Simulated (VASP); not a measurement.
Write the native input for VASP 6.6.1 that does the following.

* Task: single point
* Functional: PBEsol
* Potentials or basis: VASP PAW PBE potentials, release 64 (Al, Pt)
* Cutoff: 520 eV
* k mesh: 3 × 3 × 1
* Occupations: fermi-dirac, width 0.05 eV
* Spin: no spin polarisation
* Dipole correction: no
* Further INCAR settings: ALGO = Normal; EDIFF = 1e-07; NBANDS = 35

The structure of Al12Pt lies in POSCAR:

```
Al12Pt
1.0
    5.7275650000      0.0000000000      0.0000000000
    2.8637820000      4.9602170000      0.0000000000
    0.0000000000      0.0000000000     16.6765370000
Al Pt
12 1
Direct
    0.1666666208      0.1666667003      0.0599644878
    0.6666667081      0.1666667003      0.0599644878
    0.1666666712      0.6666665995      0.0599644878
    0.6666667585      0.6666665995      0.0599644878
   -0.1695430276      0.3364832627      0.1990714259
    0.3273540937      0.3431906306      0.1942611347
   -0.1728511398      0.8458992822      0.2007786749
    0.3263148825      0.8449952895      0.2013949899
   -0.0018668854      0.0040560725      0.3411377314
    0.5037695591     -0.0071946449      0.3389433310
   -0.0363406892      0.5242143640      0.3321346632
    0.5106032343      0.5228033370      0.3337012954
    0.3112420010      0.3686733867      0.4263873249
```

One way to write it, as run:

INCAR

```
SYSTEM = Al12Pt
PREC = Accurate ; ENCUT = 520
EDIFF = 1E-7 ; ISMEAR = -1
SIGMA = 0.05 ; LREAL = .False.
LASPH = .True. ; NELM = 80
ALGO = Normal ; ISIF = 2
LWAVE = .False. ; LCHARG = .True.
GGA = PS ; LELF = .True.
LVHAR = .True. ; NBANDS = 35
```

KPOINTS

```
regular mesh
0
Gamma
  3 3 1
  0 0 0
```

Potentials or basis: VASP PAW PBE potentials, release 64 (Al, Pt).

Run with:

```sh
$ cat potpaw_PBE.64/Al/POTCAR potpaw_PBE.64/Pt/POTCAR > POTCAR
$ mpirun -np 1 vasp_std > vasp.out
```

It gave:

| Quantity | Value |
| --- | --- |
| Largest force | 0.278 eV/Å |

Caveat: the k points lie up to 0.42 Å⁻¹ apart; the PAW data sets were made with another functional, which shifts forces and pressure a little.

It took 2.5 min on 1 thread of AMD EPYC 9R45 96-Core Processor (Zen 5) (shared host), peak memory 0.59 GiB.
